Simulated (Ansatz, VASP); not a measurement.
AlCu3: VASP beside Ansatz

```
CELL_PARAMETERS angstrom
3.64896 0.00000 0.00000
0.00000 3.64896 0.00000
0.00000 0.00000 3.64896
ATOMIC_POSITIONS crystal
Al 0.00000 0.00000 0.00000
Cu 0.50000 0.48930 0.00000
Cu 0.50000 0.00000 0.50000
Cu 0.00000 0.51070 0.50000
```

Change from the starting cell: mode 5 frozen in at -0.038 Å, equal normal strain along x, y and z +0.0167.

Alike in both runs: task single point; functional LDA; k mesh 12 × 12 × 12; occupations gaussian, width 0.15 eV; no spin polarisation.

```csv
,VASP,Ansatz
version,VASP 6.6.1,Ansatz 0.2.0
potentials or method,"VASP PAW LDA potentials, release 64 (Al, Cu), cutoff 520 eV","scalar-relativistic, plane waves, PAW"
valence electrons in the cell,36,60
```

Ansatz gave:

* gap on the k mesh at the Fermi level (eV): none
* pressure (GPa): -7.3
* rms of the force components (eV/Å): 0.083

Problem. Which values does VASP return?

Solution. gap on the k mesh at the Fermi level (eV): none; pressure (GPa): -6.6; rms of the force components (eV/Å): 0.084.

Ansatz warns that its potentials were made for another functional, while VASP's fit it. LDA's correlation is that of Perdew and Zunger in VASP and of Perdew and Wang (1992) in Ansatz. Atom by atom the forces differ by 0.001 eV/Å (rms over components). A gap of «none» marks a metal or a gap that the smearing closes. VASP's potentials hold 36 valence electrons a cell and Ansatz's 60, so a difference there can come from the potentials and not from the codes.
